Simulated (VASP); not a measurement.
CsV: relaxation of cell and atoms with PBE

Crystal: CsV.

```
CELL_PARAMETERS angstrom
3.91321 0.00000 0.00000
0.00000 3.91321 0.00000
0.00000 0.00000 3.91321
ATOMIC_POSITIONS crystal
Cs 0.00000 0.00000 0.00000
V 0.50000 0.50000 0.50000
```

```yaml
Program: VASP 6.6.1
Task: relaxation of cell and atoms
Functional: PBE
Potentials_or_basis: VASP PAW PBE potentials, release 64 (Cs_sv, V_sv)
Cutoff: 600 eV
k_mesh: 4 × 4 × 4
Occupations: gaussian, width 0.1 eV
Spin: collinear spin, ferromagnetic start
Starting_moments: "[0.24, 3.9] μB"
Dipole_correction: no
Further_INCAR_settings: ALGO = Normal; EDIFF = 1e-06; IBRION = 2; EDIFFG = -0.04; NSW = 90; ISIF = 3
```

| Property | Result |
| --- | --- |
| Relaxed volume | 43.39 Å³/atom |
| Relaxed cell | a = 4.427 Å, b = 4.427 Å, c = 4.427 Å, α = 90.00°, β = 90.00°, γ = 90.00° |
| Space group after relaxing (to 0.05 Å) | Pm-3m (No. 221) |
| Energy gained by relaxing | 212.4 meV/atom |
| Ionic steps | 4 |
| Pressure after relaxing | 0.1 GPa |
| Net moment | 4.59 μB per cell |
| Site moments | Cs +0.08; V +3.21 μB |
| Valence electrons inside the program's atomic spheres | Cs 6.57; V 11.38 |

The path:
```csv
step,energy change (eV),largest force (eV/Å),pressure (GPa),volume (Å³)
1,0.0000,0.0000,6.49,59.92
2,-0.3075,0.0000,2.73,71.08
3,-0.4192,0.0000,0.46,83.51
4,-0.4248,0.0000,0.12,86.79
```

Final structure:
```
CELL_PARAMETERS angstrom
4.42748 0.00000 0.00000
0.00000 4.42748 0.00000
0.00000 0.00000 4.42748
ATOMIC_POSITIONS crystal
Cs 0.00000 0.00000 0.00000
V 0.50000 0.50000 0.50000
```

Levels at points of the mesh, in eV from the Fermi level:
Spin up:
| k point | band 12 | band 13 | band 14 | band 15 | band 16 | band 17 |
| --- | --- | --- | --- | --- | --- | --- |
| (0.00, 0.00, 0.00) | -0.14 | -0.14 | -0.14 | 2.91 | 2.91 | 4.55 |
| (0.50, 0.00, 0.00) | -0.17 | -0.17 | -0.07 | 0.47 | 2.60 | 2.88 |
| (0.50, 0.50, 0.00) | -0.41 | 0.44 | 0.45 | 1.52 | 1.52 | 3.07 |
| (0.50, 0.50, 0.50) | 0.00 | 0.00 | 0.00 | 0.45 | 0.45 | 0.84 |
Spin down:
```csv
k point,band 7,band 8,band 9,band 10,band 11,band 12
"(0.00, 0.00, 0.00)",-9.06,-9.06,-2.15,0.90,0.90,2.78
"(0.50, 0.00, 0.00)",-9.01,-9.01,0.13,0.21,1.76,2.76
"(0.50, 0.50, 0.00)",-9.52,-8.95,-0.50,1.19,2.17,2.17
"(0.50, 0.50, 0.50)",-9.44,-9.44,0.97,0.97,0.97,2.51
```

Run time: 38 s on 1 thread of Intel(R) Xeon(R) 6975P-C (Granite Rapids), with other jobs on the host, peak memory 0.21 GiB.

Caveat: the k points lie up to 0.35 Å⁻¹ apart in the final cell; the volume moved by over 15 % at a fixed basis, so the end points are rough; spin-orbit coupling is left out, which moves the levels of the heavy elements.
